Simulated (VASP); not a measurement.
Wanted: the native input for a VASP 6.6.1 run.

| Quantity | Value |
| --- | --- |
| Task | single point |
| Functional | BLYP |
| Potentials or basis | VASP PAW PBE potentials, release 64 (In_d) |
| Cutoff | 520 eV |
| k mesh | 8 × 8 × 10 |
| Occupations | fermi-dirac, width 0.1 eV |
| Spin | no spin polarisation |
| Dipole correction | no |
| Further INCAR settings | ALGO = Normal; EDIFF = 1e-07; NBANDS = 26 |

The structure of In lies in POSCAR:

```
In
1.0
    5.3533417438      0.0000000000      0.0000000000
   -2.6766708719      4.6361299453      0.0000000000
    0.0000000000      0.0000000000      3.3493599381
In
3
Direct
    0.0000000000      0.0000000000      0.0000000000
    0.3333333333      0.6666666667      0.5000000000
    0.6666666667      0.3333333333      0.5000000000
```

This isn't the form of In at room conditions, which is tetragonal.

These files were run (other wordings do the same):

INCAR

```
SYSTEM = In
AGGAC = 1.0 ; AGGAX = 1.0
ALDAC = 0.0 ; ALDAX = 1.0
ALGO = Normal ; EDIFF = 1E-7
ENCUT = 520 ; GGA = B5
ISIF = 2 ; ISMEAR = -1
LASPH = .True. ; LCHARG = .True.
LELF = .True. ; LREAL = .False.
LVHAR = .True. ; LWAVE = .False.
NBANDS = 26 ; NELM = 80
PREC = Accurate ; SIGMA = 0.1
```

KPOINTS

```
k-points
0
Gamma
  8 8 10
  0 0 0
```

Potentials or basis: VASP PAW PBE potentials, release 64 (In_d).

Run with:

```bash
$ cat potpaw_PBE.64/In_d/POTCAR > POTCAR
$ mpirun -np 1 vasp_std > vasp.out
```

It gave:

The pressure is 4.1 GPa and the band gap on the k mesh is zero (an odd number of electrons rules out a gap without spin polarisation).

Caveat: the cell stands under pressure; the PAW data sets were made with another functional, which shifts forces and pressure a little; spin-orbit coupling is left out, which moves the levels of the heavy elements.

Wall time 120 s on 1 thread of Intel(R) Xeon(R) Platinum 8488C (Sapphire Rapids) (shared host), peak memory 0.24 GiB.
